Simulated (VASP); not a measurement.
Al, 1 atom in the cell. Symmetry: Fm-3m, No. 225, cubic system. The conventional cell has a = 4.012 Å, b = 4.012 Å, c = 4.012 Å, α = 90.00°, β = 90.00°, γ = 90.00°. Within 3.7 Å of Al (site symmetry m-3m) lie 12 Al at 2.84 Å. 

* Program: VASP 6.6.1
* Task: single point
* Functional: PBEsol
* Potentials or basis: VASP PAW PBE potentials, release 64 (Al)
* Cutoff: 520 eV
* k mesh: 10 × 10 × 10
* Occupations: fermi-dirac, width 0.05 eV
* Spin: no spin polarisation
* Dipole correction: no
* Further INCAR settings: ALGO = Normal; EDIFF = 1e-06; NBANDS = 8

Potentials or basis: VASP PAW PBE potentials, release 64 (Al).

Launch:

```console
$ cat potpaw_PBE.64/Al/POTCAR > POTCAR
$ mpirun -np 1 vasp_std > vasp.out
```

Hardware: 1 thread of Intel Xeon 6975P-C, with other jobs on the host.

Q: Estimate the wall time of this run.

A: It took 4 s on 1 thread of Intel Xeon 6975P-C (shared host), peak memory 0.13 GiB. Counts: scf iterations 9, k points 47.
